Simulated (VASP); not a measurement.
# Si (P1) in VASP: single point with PBE

Aim: the single point of Si with PBE.

Program: VASP 6.6.1. These are calculated values, not measurements. Logs are shortened: lines on timing, memory, paths and dates and some standing lists are left out, and cuts for length are marked.

**1. The cell of the first run**

The typed cell holds 4 atoms: a = 5.110 Å, b = 5.110 Å, c = 5.110 Å, α = 98.20°, β = 98.20°, γ = 135.61°.

**2. Single point, PBE (atoms displaced along a vibrational mode)**

File INCAR:

```
SYSTEM = Si
ALGO = Normal ; EDIFF = 1E-6
ENCUT = 520 ; GGA = PE
ISIF = 2 ; ISMEAR = 0
LASPH = .True. ; LCHARG = .False.
LREAL = .False. ; LWAVE = .False.
NBANDS = 16 ; NELM = 60
PREC = Accurate ; SIGMA = 0.05
```

File KPOINTS:

```
k-points
0
Gamma
  10 10 10
  0 0 0
```

File POSCAR:

```
Si
1.0
   -3.3455832176      3.3455832176      1.9304179803
    3.3455832176     -3.3455832176      1.9304179803
    3.3455832176      3.3455832176     -1.9304179803
Si
4
Direct
    0.1592830107      0.1682500571      0.3482539688
    0.8227828965      0.8317499429      0.6338119383
    0.1875775540      0.8213894924      0.0089670464
    0.8303565388      0.1786105076      0.0089670464
```

Potentials or basis: VASP PAW PBE potentials, release 64 (Si).

On the command line:

```
$ cat potpaw_PBE.64/Si/POTCAR > POTCAR
$ mpirun -np 1 vasp_std > vasp.out
```

OUTCAR:

```text
SYSTEM = Si
   EDIFF = 1E-6
   ENCUT = 520
   GGA = PE
   ISIF = 2
   ISMEAR = 0
   LASPH = .True.
   LREAL = .False.
   NELM = 60
   PREC = Accurate

 ion  position               nearest neighbor table
   1  0.159  0.168  0.348-   4 2.27   2 2.29   3 2.39   2 2.42
   2  0.823  0.832  0.634-   1 2.29   4 2.39   1 2.42   3 2.51
   3  0.188  0.821  0.009-   4 2.36   4 2.36   1 2.39   2 2.51
   4  0.830  0.179  0.009-   1 2.27   3 2.36   3 2.36   2 2.39

  LATTYP: Found a body centered tetragonal cell.
 ALAT       =     6.6911664352
 C/A-ratio  =     0.5770049210

  Lattice vectors:

 A1 = (  -3.3455832176,   3.3455832176,   1.9304179803)
 A2 = (   3.3455832176,  -3.3455832176,   1.9304179803)
 A3 = (   3.3455832176,   3.3455832176,  -1.9304179803)

Analysis of symmetry for initial positions (statically):
=====================================================================
 Subroutine PRICEL returns:
 Original cell was already a primitive cell.

 Routine SETGRP: Setting up the symmetry group for a
 body centered tetragonal supercell.

 Subroutine GETGRP returns: Found  1 space group operations
 (whereof  1 operations were pure point group operations)
 out of a pool of 16 trial point group operations.

The static configuration has the point symmetry C_1 .

Analysis of symmetry for dynamics (positions and initial velocities):
=====================================================================
 Subroutine PRICEL returns:
 Original cell was already a primitive cell.

 Routine SETGRP: Setting up the symmetry group for a
 body centered tetragonal supercell.

 Subroutine GETGRP returns: Found  1 space group operations
 (whereof  1 operations were pure point group operations)
 out of a pool of 16 trial point group operations.

The dynamic configuration has the point symmetry C_1 .

 Subroutine INISYM returns: Found  1 space group operations
 (whereof  1 operations are pure point group operations),
 and found     1 'primitive' translations

----------------------------------------------------------------------------------------

                                     Primitive cell

[... 91 lines left out ...]
   LASPH  =      T    aspherical Exc in radial PAW
   ENCUT  =  520.0 eV  38.22 Ry    6.18 a.u.   9.50  9.50  9.50*2*pi/ulx,y,z
   NELM   =     60;   NELMIN=  2; NELMDL= -5     # of ELM steps
   EDIFF  = 0.1E-05   stopping-criterion for ELM
   LREAL  =      F    real-space projection
   EDIFFG = 0.1E-04   stopping-criterion for IOM
   NSW    =      0    number of steps for IOM
   IBRION =     -1    ionic relax: 0-MD 1-quasi-New 2-CG
   NFREE  =      0    steps in history (QN), initial steepest desc. (CG)
   ISIF   =      2    stress and relaxation
   ISYM   =      2    0-nonsym 1-usesym 2-fastsym
   POTIM  = 0.5000    time-step for ionic-motion
   TEBEG  =    0.0;   TEEND  =   0.0 temperature during run
   PSTRESS=    0.0 pullay stress
   NELECT =      16.0000    total number of electrons
   NUPDOWN=      -1.0000    fix difference up-down
   EMIN   =  10.00;   EMAX   =-10.00  energy-range for DOS
   EFERMI =   0.00;   METHOD = LEGACY
   ISMEAR =     0;   SIGMA  =   0.05  broadening in eV -4-tet -1-fermi 0-gaus
   EFERMI_NEDOS =   21; number of points for ismear=-14 and -15
   IALGO  =     38    algorithm
   IMIX   =      4    mixing-type and parameters
     AMIX     =   0.40;   BMIX     =  1.00
     AMIX_MAG =   1.60;   BMIX_MAG =  1.00
  volume/ion in A,a.u.               =      21.61       145.81
  Fermi-wavevector in a.u.,A,eV,Ry     =   0.933032  1.763175 11.844531  0.870548
  Thomas-Fermi vector in A             =   2.059691
   LORBIT       =      0    0 simple, 1 ext, 2 COOP (PROOUT), +10 PAW based schemes
   GGA     = PE    functional components
   LHFCALC =     F    Hartree Fock is set to
   AEXX    =    0.0000 exact exchange contribution
   IVDW    =     0    specifies the selected vdW correction
   LEPSILON=     F    determine dielectric tensor
   LRPA    =     F    only Hartree local field effects (RPA)
 non-spin polarized calculation
 Gauss-broadening in eV      SIGMA  =   0.05
  energy-cutoff  :      520.00
  volume of cell :       86.43
 maximum number of plane-waves:      2361
 NGX is ok and might be reduce to    40
   NGX = 19   NGY = 19   NGZ = 19

 number of electron      16.0000000 magnetization

 Free energy of the ion-electron system (eV)
  ---------------------------------------------------
  ext. energy  EPLUGINS =         0.00000000
  ---------------------------------------------------
  free energy    TOTEN  =       -21.14386499 eV

  energy without entropy =      -21.14386482  energy(sigma->0) =      -21.14386490

 E-fermi :   5.5009     XC(G=0):  -9.0195

 val. band max:        5.3793608669   @ k =   0.5000   0.5000   0.5000
 cond. band min:       5.6348516800   @ k =  -0.2000  -0.1000   0.2000
 fundamental gap:      0.2554908131
 Fermi energy:         5.5008820643

 k-point     1 :       0.0000    0.0000    0.0000
  band No.  band energies     occupation
      1      -6.6736      2.00000
      2      -2.5103      2.00000
      3      -0.2888      2.00000
      4      -0.2373      2.00000
      5       1.5599      2.00000
      6       3.8007      2.00000
[... 433 lines left out ...]
      3      -0.4336      2.00000
      4      -0.2789      2.00000
      5       1.6711      2.00000
      6       2.3851      2.00000
[... 8 lines left out ...]
     15       9.9646      0.00000
     16      12.5314      0.00000

 [... further k-points ...]

------------------------ aborting loop because EDIFF is reached ----------------------------------------

  FORCE on cell =-STRESS in cart. coord.  units (eV):
  Direction    XX          YY          ZZ          XY          YZ          ZX
  --------------------------------------------------------------------------------------
  -------------------------------------------------------------------------------------
  Total       -0.0834732      0.8460415      0.1080539      0.0515182     -0.5650651     -0.5471552
  in kB       -1.5473994     15.6836532      2.0030688      0.9550284    -10.4749999    -10.1429930
  external PRESSURE =       5.3797742 kB  Pullay stress =       0.0000000 kB

 VOLUME and BASIS-vectors are now :
 -----------------------------------------------------------------------------
  energy-cutoff  :      520.00
  volume of cell :       86.43
      direct lattice vectors                 reciprocal lattice vectors
    -3.345583218  3.345583218  1.930417980     0.000000000  0.149450774  0.259011263
     3.345583218 -3.345583218  1.930417980     0.149450774  0.000000000  0.259011263
     3.345583218  3.345583218 -1.930417980     0.149450774  0.149450774  0.000000000

 POSITION                                       TOTAL-FORCE (eV/Angst)
 -----------------------------------------------------------------------------------
      1.19511      1.13511     -0.04000        -0.087050      1.103197      0.943256
      2.15047      2.09047      1.97042         0.086294      0.814278     -0.963146
      2.15047     -2.09047      1.93042         0.022505     -0.749711      0.003985
     -2.15047      2.21047      1.93042        -0.021748     -1.167764      0.015904
 -----------------------------------------------------------------------------------
    total drift:                                0.000137     -0.000004      0.000021

  FREE ENERGIE OF THE ION-ELECTRON SYSTEM (eV)
  ---------------------------------------------------
  free  energy   TOTEN  =       -21.1438649855 eV

  energy  without entropy=      -21.1438648242  energy(sigma->0) =      -21.14386490
```

OSZICAR:

```text
N       E                     dE             d eps       ncg     rms          rms(c)
DAV:   1     0.253866329812E+02    0.25387E+02   -0.58346E+03 16128   0.810E+02
DAV:   2    -0.197202055998E+02   -0.45107E+02   -0.40650E+02 22000   0.117E+02
DAV:   3    -0.215461869438E+02   -0.18260E+01   -0.18118E+01 21984   0.223E+01
DAV:   4    -0.215696627058E+02   -0.23476E-01   -0.23469E-01 20488   0.325E+00
DAV:   5    -0.215701464137E+02   -0.48371E-03   -0.48369E-03 22256   0.443E-01    0.674E+00
DAV:   6    -0.212646401773E+02    0.30551E+00   -0.15528E-01 19336   0.198E+00    0.407E+00
DAV:   7    -0.211397769026E+02    0.12486E+00   -0.26369E-01 20720   0.252E+00    0.405E-01
DAV:   8    -0.211424051862E+02   -0.26283E-02   -0.25934E-02 19416   0.911E-01    0.214E-01
DAV:   9    -0.211434921403E+02   -0.10870E-02   -0.19311E-03 21952   0.245E-01    0.984E-02
DAV:  10    -0.211437630889E+02   -0.27095E-03   -0.25706E-04 20424   0.834E-02    0.435E-02
DAV:  11    -0.211438611340E+02   -0.98045E-04   -0.12393E-04 20648   0.596E-02    0.866E-03
DAV:  12    -0.211438642346E+02   -0.31007E-05   -0.55818E-06 22000   0.135E-02    0.491E-03
DAV:  13    -0.211438649855E+02   -0.75085E-06   -0.16551E-06 19576   0.707E-03
   1 F= -.21143865E+02 E0= -.21143865E+02  d E =-.161335E-06
```

It took 9.5 min on 1 thread of Intel Xeon Platinum 8488C (Sapphire Rapids), shared host; peak memory 0.6 GiB.

Results:

* Free energy: -21.1439 eV
* Pressure: 0.5 GPa
* Largest force: 1.454 eV/Å
* Band gap on the k mesh: 0.26 eV (least direct gap 0.35 eV)

Forces in eV/Å, atoms in the order of the input:
```
Si  -0.087  1.103  0.943
Si   0.086  0.814 -0.963
Si   0.023 -0.750  0.004
Si  -0.022 -1.168  0.016
```

Levels at points of the mesh, in eV from the valence-band top:
| k point | band 5 | band 6 | band 7 | band 8 | band 9 | band 10 | band 11 | band 12 |
| --- | --- | --- | --- | --- | --- | --- | --- | --- |
| (0.00, 0.00, 0.00) | -3.82 | -1.58 | -1.53 | -0.61 | 1.32 | 1.44 | 1.46 | 2.17 |
| (0.50, 0.00, 0.00) | -4.41 | -3.60 | -2.42 | -1.41 | 0.66 | 2.38 | 3.05 | 3.26 |
| (0.50, 0.00, 0.50) | -4.33 | -3.50 | -2.41 | -1.55 | 0.87 | 2.17 | 2.79 | 3.38 |
| (0.00, 0.50, 0.50) | -4.33 | -3.44 | -2.50 | -1.51 | 0.82 | 2.22 | 2.81 | 3.30 |
| (0.00, 0.50, 0.00) | -4.41 | -3.65 | -2.34 | -1.46 | 0.70 | 2.34 | 3.04 | 3.35 |
| (0.50, 0.50, 0.00) | -2.87 | -2.10 | -1.92 | -1.61 | 1.48 | 1.81 | 1.86 | 3.84 |
| (0.00, 0.00, 0.50) | -2.87 | -2.18 | -1.84 | -1.62 | 1.46 | 1.80 | 1.89 | 3.82 |
| (0.50, 0.50, 0.50) | -2.98 | -0.42 | -0.14 | 0.00 | 0.35 | 2.91 | 3.32 | 3.84 |

Caveat: the cell differs from its parent crystal (atoms displaced along a vibrational mode); forces of over 1 eV/Å act on the atoms, so gaps and moduli don't describe the material at rest.
